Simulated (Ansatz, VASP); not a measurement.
## Two plane-wave programs on Te2Mo

```
Mo Te
1.0
     3.51945    0.00000    0.00000
    -1.75973    3.04794    0.00000
     0.00000    0.00000    7.21445
Mo Te
1 2
Direct
  0.00000 0.00000 0.00000
  0.33333 0.66667 0.25342
  0.66667 0.33333 0.74658
```

Alike in both runs: task single point; functional r2SCAN; k mesh 12 × 12 × 4; occupations fermi-dirac, width 0.02 eV; no spin polarisation.

|  | VASP | Ansatz |
| --- | --- | --- |
| version | VASP 6.6.1 | Ansatz 0.2.0 |
| potentials or method | VASP PAW PBE potentials, release 64 (Mo_sv, Te) | plane waves, PAW |
| plane-wave cutoff (eV) | 520 | 500 |
| valence electrons in the cell | 26 | 46 |

Ansatz gave:

- pressure (GPa): 1.2
- traceless stress, the component that is largest in VASP (GPa): -0.08
- rms of the force components (eV/Å): 0.013

Q: What did VASP give for the same quantities?

A: Pressure (GPa): 1.3; traceless stress, the component that is largest in VASP (GPa): -0.01; rms of the force components (eV/Å): 0.000.

VASP's potentials were made for PBE, not for r2SCAN. Atom by atom the forces differ by 0.013 eV/Å (rms over components). VASP's potentials hold 26 valence electrons a cell and Ansatz's 46, so a difference there can come from the potentials and not from the codes.

Spin-orbit coupling is off throughout.
